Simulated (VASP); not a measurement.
# TiCo2 (Fd-3m) in VASP: further runs

The runs below take TiCo2 through relaxation of cell and atoms, with PBEsol.

Everything below comes from runs of VASP 6.6.1. Logs are shortened: lines on timing, memory, paths and dates and some standing lists are left out, and cuts for length are marked.

### 1 The cell of the first run

Symmetry: Fd-3m, No. 227, cubic system. The conventional cell has a = 6.391 Å, b = 6.391 Å, c = 6.391 Å, α = 90.00°, β = 90.00°, γ = 90.00°. Ti (site symmetry -43m) has 12 Co at 2.65 Å and 4 Ti at 2.77 Å within 3.5 Å. Co (site symmetry -3m) has 6 Co at 2.26 Å and 6 Ti at 2.65 Å within 3.0 Å.

### 2 Relaxation of cell and atoms, PBEsol, target pressure 20 GPa, at which the enthalpy is minimised

File INCAR:

```
ALGO = Fast
EDIFF = 1E-7
EDIFFG = -0.008
ENCUT = 600
GGA = PS
IBRION = 2
ISIF = 3
ISMEAR = 0
LASPH = True
LCHARG = False
LREAL = False
LWAVE = False
NELM = 100
NSW = 70
PREC = Accurate
PSTRESS = 200.0
SIGMA = 0.1
```

File KPOINTS:

```
k-points
0
Gamma
  10 10 10
```

File POSCAR:

```
TiCo2
1.0
    0.0000000000      3.1956283415      3.1956283415
    3.1956283415      0.0000000000      3.1956283415
    3.1956283415      3.1956283415      0.0000000000
Ti Co
2 4
Direct
    0.5000000000      0.5000000000      0.5000000000
    0.7500000000      0.7500000000      0.7500000000
    0.1250000000      0.1250000000      0.1250000000
    0.6250000000      0.1250000000      0.1250000000
    0.1250000000      0.1250000000      0.6250000000
    0.1250000000      0.6250000000      0.1250000000
```

Potentials or basis: VASP PAW PBE potentials, release 64 (Ti_sv, Co).

Command:

```
$ cat potpaw_PBE.64/Ti_sv/POTCAR potpaw_PBE.64/Co/POTCAR > POTCAR
$ mpirun -np 1 vasp_std > vasp.out
```

OUTCAR:

```text
EDIFF = 1E-7
   EDIFFG = -0.008
   ENCUT = 600
   GGA = PS
   IBRION = 2
   ISIF = 3
   ISMEAR = 0
   LASPH = True
   LREAL = False
   NELM = 100
   NSW = 70
   PREC = Accurate
   PSTRESS = 200.0

 ion  position               nearest neighbor table
   1  0.500  0.500  0.500-   5 2.65   3 2.65   3 2.65   4 2.65   3 2.65   6 2.65   6 2.65   4 2.65
                             6 2.65   5 2.65   4 2.65   5 2.65   2 2.77   2 2.77   2 2.77   2 2.77
   2  0.750  0.750  0.750-   5 2.65   4 2.65   6 2.65   3 2.65   3 2.65   3 2.65   4 2.65   4 2.65
                             5 2.65   6 2.65   5 2.65   6 2.65   1 2.77   1 2.77   1 2.77   1 2.77
   3  0.125  0.125  0.125-   4 2.26   5 2.26   6 2.26   5 2.26   6 2.26   4 2.26   1 2.65   2 2.65
                             1 2.65   2 2.65   1 2.65   2 2.65
   4  0.625  0.125  0.125-   3 2.26   5 2.26   6 2.26   3 2.26   5 2.26   6 2.26   1 2.65   2 2.65
                             2 2.65   1 2.65   2 2.65   1 2.65
   5  0.125  0.125  0.625-   3 2.26   3 2.26   4 2.26   6 2.26   6 2.26   4 2.26   1 2.65   2 2.65
                             1 2.65   2 2.65   1 2.65   2 2.65
   6  0.125  0.625  0.125-   3 2.26   5 2.26   3 2.26   4 2.26   5 2.26   4 2.26   1 2.65   2 2.65
                             1 2.65   2 2.65   1 2.65   2 2.65

  LATTYP: Found a face centered cubic cell.
 ALAT       =     6.3912566830

  Lattice vectors:

 A1 = (   0.0000000000,   3.1956283415,   3.1956283415)
 A2 = (   3.1956283415,   0.0000000000,   3.1956283415)
 A3 = (   3.1956283415,   3.1956283415,   0.0000000000)

Analysis of symmetry for initial positions (statically):
=====================================================================
 Subroutine PRICEL returns:
 Original cell was already a primitive cell.

 Routine SETGRP: Setting up the symmetry group for a
 face centered cubic supercell.

 Subroutine GETGRP returns: Found 48 space group operations
 (whereof 24 operations were pure point group operations)
 out of a pool of 48 trial point group operations.

The static configuration has the point symmetry T_d .
 The point group associated with its full space group is O_h .

Analysis of symmetry for dynamics (positions and initial velocities):
=====================================================================
 Subroutine PRICEL returns:
 Original cell was already a primitive cell.

 Routine SETGRP: Setting up the symmetry group for a
 face centered cubic supercell.

 Subroutine GETGRP returns: Found 48 space group operations
 (whereof 24 operations were pure point group operations)
 out of a pool of 48 trial point group operations.

The dynamic configuration has the point symmetry T_d .
 The point group associated with its full space group is O_h .

 Subroutine INISYM returns: Found 48 space group operations
 (whereof 24 operations are pure point group operations),
 and found     1 'primitive' translations

----------------------------------------------------------------------------------------

                                     Primitive cell

  volume of cell :      65.2678

  direct lattice vectors                    reciprocal lattice vectors
     0.000000000  3.195628341  3.195628341    -0.156463752  0.156463752  0.156463752
     3.195628341  0.000000000  3.195628341     0.156463752 -0.156463752  0.156463752
     3.195628341  3.195628341  0.000000000     0.156463752  0.156463752 -0.156463752

  length of vectors
     4.519300941  4.519300941  4.519300941     0.271003168  0.271003168  0.271003168

  position of ions in fractional coordinates (direct lattice)
     0.500000000  0.500000000  0.500000000
     0.750000000  0.750000000  0.750000000
     0.125000000  0.125000000  0.125000000
     0.625000000  0.125000000  0.125000000
     0.125000000  0.125000000  0.625000000
     0.125000000  0.625000000  0.125000000

  ion indices of the primitive-cell ions
   primitive index   ion index
                 1           1
                 2           2
                 3           3
                 4           4
                 5           5
                 6           6

----------------------------------------------------------------------------------------

 KPOINTS: k-points

Automatic generation of k-mesh.
 Grid dimensions read from file:
 generate k-points for:   10   10   10

 Generating k-lattice:

  Cartesian coordinates                     Fractional coordinates (reciprocal lattice)
    -0.015646375  0.015646375  0.015646375     0.100000000  0.000000000  0.000000000
     0.015646375 -0.015646375  0.015646375     0.000000000  0.100000000  0.000000000
     0.015646375  0.015646375 -0.015646375     0.000000000  0.000000000  0.100000000

  Length of vectors
     0.027100317  0.027100317  0.027100317

  Shift w.r.t. Gamma in fractional coordinates (k-lattice)
     0.000000000  0.000000000  0.000000000

 Subroutine IBZKPT returns following result:
 ===========================================

 Found     47 irreducible k-points:

 Following reciprocal coordinates:
            Coordinates               Weight
  0.000000  0.000000  0.000000      1.000000
  0.100000  0.000000  0.000000      8.000000
  0.200000  0.000000  0.000000      8.000000
  0.300000  0.000000  0.000000      8.000000
  0.400000  0.000000  0.000000      8.000000
  0.500000  0.000000  0.000000      4.000000
[... 16 lines left out ...]
  0.300000  0.300000  0.000000      6.000000
  0.400000  0.300000  0.000000     24.000000
 [... further k-points ...]
   k-points           NKPTS =     47   k-points in BZ     NKDIM =     47   number of bands    NBANDS=     36
   number of dos      NEDOS =    301   number of ions     NIONS =      6
   total plane-waves  NPLWV =  46656
   dimension x,y,z NGX =    36 NGY =   36 NGZ =   36
   dimension x,y,z NGXF=    72 NGYF=   72 NGZF=   72
   ions per type =               2   4
   NGX,Y,Z   is equivalent  to a cutoff of  13.24, 13.24, 13.24 a.u.
   NGXF,Y,Z  is equivalent  to a cutoff of  26.49, 26.49, 26.49 a.u.
 SYSTEM =  unknown system
   PREC   = accura    normal or accurate (medium, high low for compatibility)
   ISTART =      0    job   : 0-new  1-cont  2-samecut
   ICHARG =      2    charge: 1-file 2-atom 10-const
   ISPIN  =      1    spin polarized calculation?
   LNONCOLLINEAR =      F non collinear calculations
   LSORBIT =      F    spin-orbit coupling
   LASPH  =      T    aspherical Exc in radial PAW
   ENCUT  =  600.0 eV  44.10 Ry    6.64 a.u.   9.03  9.03  9.03*2*pi/ulx,y,z
   NELM   =    100;   NELMIN=  2; NELMDL= -5     # of ELM steps
   EDIFF  = 0.1E-06   stopping-criterion for ELM
   LREAL  =      F    real-space projection
   EDIFFG = -.8E-02   stopping-criterion for IOM
   NSW    =     70    number of steps for IOM
   IBRION =      2    ionic relax: 0-MD 1-quasi-New 2-CG
   NFREE  =      1    steps in history (QN), initial steepest desc. (CG)
   ISIF   =      3    stress and relaxation
   ISYM   =      2    0-nonsym 1-usesym 2-fastsym
   POTIM  = 0.5000    time-step for ionic-motion
   TEBEG  =    0.0;   TEEND  =   0.0 temperature during run
   PSTRESS=  200.0 pullay stress
   NELECT =      60.0000    total number of electrons
   NUPDOWN=      -1.0000    fix difference up-down
   EMIN   =  10.00;   EMAX   =-10.00  energy-range for DOS
   EFERMI =   0.00;   METHOD = LEGACY
   ISMEAR =     0;   SIGMA  =   0.10  broadening in eV -4-tet -1-fermi 0-gaus
   EFERMI_NEDOS =   21; number of points for ismear=-14 and -15
   IALGO  =     68    algorithm
   IMIX   =      4    mixing-type and parameters
     AMIX     =   0.40;   BMIX     =  1.00
     AMIX_MAG =   1.60;   BMIX_MAG =  1.00
  volume/ion in A,a.u.               =      10.88        73.41
  Fermi-wavevector in a.u.,A,eV,Ry     =   1.591814  3.008092 34.475419  2.533872
  Thomas-Fermi vector in A             =   2.690296
   LORBIT       =      0    0 simple, 1 ext, 2 COOP (PROOUT), +10 PAW based schemes
   GGA     = PS    functional components
   LHFCALC =     F    Hartree Fock is set to
   AEXX    =    0.0000 exact exchange contribution
   IVDW    =     0    specifies the selected vdW correction
   LEPSILON=     F    determine dielectric tensor
   LRPA    =     F    only Hartree local field effects (RPA)
 conjugate gradient relaxation of ions
 non-spin polarized calculation
 RMM-DIIS sequential band-by-band and
 Gauss-broadening in eV      SIGMA  =   0.10
  energy-cutoff  :      600.00
  volume of cell :       65.27
 maximum number of plane-waves:      2200
   NGX = 17   NGY = 17   NGZ = 17

--------------------------------------- Ionic step        1  -------------------------------------------

 number of electron      60.0000020 magnetization

 Free energy of the ion-electron system (eV)
  ---------------------------------------------------
  ext. energy  EPLUGINS =         0.00000000
  ---------------------------------------------------
  free energy    TOTEN  =       -49.46899450 eV

  energy without entropy =      -49.43138822  energy(sigma->0) =      -49.45019136

------------------------ aborting loop EDIFF was not reached (unconverged)  ----------------------------

  FORCE on cell =-STRESS in cart. coord.  units (eV):
  Direction    XX          YY          ZZ          XY          YZ          ZX
  --------------------------------------------------------------------------------------
  -------------------------------------------------------------------------------------
  Total        7.8390098      7.8390098      7.8390098     -0.0000000      0.0000000     -0.0000000
  in kB      192.4300977    192.4300977    192.4300977     -0.0000000      0.0000000     -0.0000000
  external PRESSURE =      -7.5699023 kB  Pullay stress =     200.0000000 kB

 VOLUME and BASIS-vectors are now :
 -----------------------------------------------------------------------------
  energy-cutoff  :      600.00
  volume of cell :       65.27
      direct lattice vectors                 reciprocal lattice vectors
     0.000000000  3.195628341  3.195628341    -0.156463752  0.156463752  0.156463752
     3.195628341  0.000000000  3.195628341     0.156463752 -0.156463752  0.156463752
     3.195628341  3.195628341  0.000000000     0.156463752  0.156463752 -0.156463752
[... 18 lines left out ...]
  enthalpy is  TOTEN    =       -41.3216102103 eV   P V=        8.1473842940

--------------------------------------- Ionic step        2  -------------------------------------------

 number of electron      60.0000012 magnetization

------------------------ aborting loop because EDIFF is reached ----------------------------------------

  FORCE on cell =-STRESS in cart. coord.  units (eV):
  Direction    XX          YY          ZZ          XY          YZ          ZX
  --------------------------------------------------------------------------------------
  -------------------------------------------------------------------------------------
  Total        8.7289199      8.7289199      8.7289199      0.0000000      0.0000000      0.0000000
  in kB      215.8771973    215.8771973    215.8771973      0.0000000      0.0000000      0.0000000
  external PRESSURE =      15.8771973 kB  Pullay stress =     200.0000000 kB

 VOLUME and BASIS-vectors are now :
 -----------------------------------------------------------------------------
  energy-cutoff  :      600.00
  volume of cell :       64.78
      direct lattice vectors                 reciprocal lattice vectors
    -0.000000000  3.187704885  3.187704885    -0.156852663  0.156852663  0.156852663
     3.187704885  0.000000000  3.187704885     0.156852663 -0.156852663  0.156852663
     3.187704885  3.187704885  0.000000000     0.156852663  0.156852663 -0.156852663
[... 18 lines left out ...]
  enthalpy is  TOTEN    =       -41.3203997940 eV   P V=        8.0869309104

--------------------------------------- Ionic step        3  -------------------------------------------

 number of electron      60.0000018 magnetization

 Free energy of the ion-electron system (eV)
  ---------------------------------------------------
  ext. energy  EPLUGINS =         0.00000000
  ---------------------------------------------------
  free energy    TOTEN  =       -49.44939199 eV

  energy without entropy =      -49.41190527  energy(sigma->0) =      -49.43064863

 E-fermi :  11.7583     XC(G=0): -13.7696

 val. band max:       11.7469859178   @ k =   0.5000   0.4000   0.0000
 cond. band min:      11.7648583677   @ k =   0.5000   0.3000   0.1000
 fundamental gap:      0.0178724499
 Fermi energy:        11.7583180224

 k-point     1 :       0.0000    0.0000    0.0000
  band No.  band energies     occupation
      1     -44.9456      2.00000
      2     -44.7960      2.00000
      3     -21.4051      2.00000
      4     -21.4051      2.00000
      5     -21.4051      2.00000
      6     -21.1102      2.00000
[... 925 lines left out ...]
     35      12.9881      0.00000
     36      13.6055      0.00000

 [... further k-points ...]
[... 5 lines left out ...]
  --------------------------------------------------------------------------------------
  -------------------------------------------------------------------------------------
  Total        8.1357883      8.1357883      8.1357883      0.0000000      0.0000000      0.0000000
  in kB      200.2066517    200.2066517    200.2066517      0.0000000      0.0000000      0.0000000
  external PRESSURE =       0.2066517 kB  Pullay stress =     200.0000000 kB

 VOLUME and BASIS-vectors are now :
 -----------------------------------------------------------------------------
  energy-cutoff  :      600.00
  volume of cell :       65.11
      direct lattice vectors                 reciprocal lattice vectors
    -0.000000000  3.193012174  3.193012174    -0.156591949  0.156591949  0.156591949
     3.193012174  0.000000000  3.193012174     0.156591949 -0.156591949  0.156591949
     3.193012174  3.193012174  0.000000000     0.156591949  0.156591949 -0.156591949
[... 12 lines left out ...]
  FREE ENERGIE OF THE ION-ELECTRON SYSTEM (eV)
  ---------------------------------------------------
  free  energy   TOTEN  =       -49.4493919892 eV

  energy  without entropy=      -49.4119052668  energy(sigma->0) =      -49.43064863

  enthalpy is  TOTEN    =       -41.3220013950 eV   P V=        8.1273905942

 reached required accuracy - stopping structural energy minimisation
```

It took 8.6 min on 1 thread of Intel Xeon 6975P-C (Granite Rapids), shared host; peak memory 0.28 GiB.

What came out:

```yaml
Free_energy: -49.4494 eV
Relaxed_volume: 10.85 Å³/atom
Relaxed_cell: a = 4.516 Å, b = 4.516 Å, c = 4.516 Å, α = 60.00°, β = 60.00°, γ = 60.00°
Space_group_after_relaxing_to_0.05_Å: Fd-3m (No. 227)
Energy_change_on_relaxing_the_enthalpy_is_what_falls: +3.3 meV/atom
Ionic_steps: 3
Pressure_after_relaxing: 20.0 GPa
Band_gap_on_the_k_mesh: zero (band 30 reaches 11.99 eV, above the bottom of band 31 at 11.12 eV)
```

The path:
```
step  energy change (eV)  largest force (eV/Å)  pressure (GPa)  volume (Å³)
   1              0.0000                0.0000           19.24        65.27
   2              0.0617                0.0000           21.59        64.78
   3              0.0196                0.0000           20.02        65.11
```

Final structure:
```
CELL_PARAMETERS angstrom
0.00000 3.19301 3.19301
3.19301 0.00000 3.19301
3.19301 3.19301 0.00000
ATOMIC_POSITIONS crystal
Ti 0.50000 0.50000 0.50000
Ti 0.75000 0.75000 0.75000
Co 0.12500 0.12500 0.12500
Co 0.62500 0.12500 0.12500
Co 0.12500 0.12500 0.62500
Co 0.12500 0.62500 0.12500
```

Caveat: the cell is relaxed towards a set pressure, so the enthalpy falls and the energy may rise; the PAW data sets were made with another functional, which shifts forces and pressure a little. Spin polarisation is off, so any magnetic state and its effect on volume and gap are missing.

### 3 Relaxation of cell and atoms, PBEsol, target pressure 10 GPa, at which the enthalpy is minimised

This run uses another cell than the first one, of 11.26 Å³/atom, 1.035 times its volume.

File INCAR:

```
PREC = Accurate
ENCUT = 600
EDIFF = 1E-7
ISMEAR = 0
SIGMA = 0.1
LREAL = F
LASPH = T
NELM = 60
ALGO = Fast
ISIF = 3
LWAVE = F
LCHARG = F
GGA = PS
IBRION = 2
NSW = 70
EDIFFG = -0.008
PSTRESS = 100.0
```

File KPOINTS:

```
regular mesh
0
Gamma
  10 10 10
```

POSCAR: that of step 2 with these lines changed.

```diff
@@ -2,5 +2,5 @@
 1.0
-    0.0000000000      3.1956283415      3.1956283415
-    3.1956283415      0.0000000000      3.1956283415
-    3.1956283415      3.1956283415      0.0000000000
+    0.0000000000      3.2328452934      3.2328452934
+    3.2328452934      0.0000000000      3.2328452934
+    3.2328452934      3.2328452934      0.0000000000
 Ti Co
```

Potentials or basis: VASP PAW PBE potentials, release 64 (Ti_sv, Co).

Command:

```
$ cat potpaw_PBE.64/Ti_sv/POTCAR potpaw_PBE.64/Co/POTCAR > POTCAR
$ mpirun -np 1 vasp_std > vasp.out
```

Wall time 11 min (1 thread of Intel Xeon 6975P-C (Granite Rapids), shared host); peak memory 0.33 GiB.

The run converged. Its results:

```
Free energy                                            : -49.6596 eV
Relaxed volume                                         : 11.23 Å³/atom
Relaxed cell                                           : a = 4.567 Å, b = 4.567 Å, c = 4.567 Å, α = 60.00°, β = 60.00°, γ = 60.00°
Space group after relaxing (to 0.05 Å)                 : Fd-3m (No. 227)
Energy change on relaxing (the enthalpy is what falls) : +2.2 meV/atom
Ionic steps                                            : 5
Pressure after relaxing                                : 10.1 GPa
Band gap on the k mesh                                 : zero (band 30 reaches 11.48 eV, above the bottom of band 31 at 10.64 eV)
```

The path:
```
step  energy change (eV)  largest force (eV/Å)  pressure (GPa)  volume (Å³)
   1              0.0000                0.0000            9.18        67.57
   2              0.0364                0.0000           11.45        67.01
   3              0.0124                0.0000            9.88        67.37
   4              0.0141                0.0000           10.13        67.34
   5              0.0132                0.0000           10.10        67.35
```

Final structure:
```
Ti Co
1.0
     0.00000    3.22932    3.22932
     3.22932    0.00000    3.22932
     3.22932    3.22932    0.00000
Ti Co
2 4
Direct
  0.50000 0.50000 0.50000
  0.75000 0.75000 0.75000
  0.12500 0.12500 0.12500
  0.62500 0.12500 0.12500
  0.12500 0.12500 0.62500
  0.12500 0.62500 0.12500
```

Levels at points of the mesh, in eV from the Fermi level:
```
           k point  band 26  band 27  band 28  band 29  band 30  band 31  band 32  band 33  band 34  band 35
(0.00, 0.00, 0.00)    -0.79    -0.69    -0.69    -0.61    -0.61    -0.61     0.91     0.91     0.91     1.10
(0.50, 0.00, 0.00)    -0.74    -0.67    -0.41    -0.41     0.12     0.12     0.59     0.59     0.91     0.97
(0.50, 0.50, 0.00)    -1.94    -0.62    -0.62    -0.57    -0.57    -0.03    -0.03     0.97     0.97     1.73
```

Caveat: the cell is relaxed towards a set pressure, so the enthalpy falls and the energy may rise; the PAW data sets were made with another functional, which shifts forces and pressure a little. Spin polarisation is off, so any magnetic state and its effect on volume and gap are missing.

(Continued in part 2 of 2.)
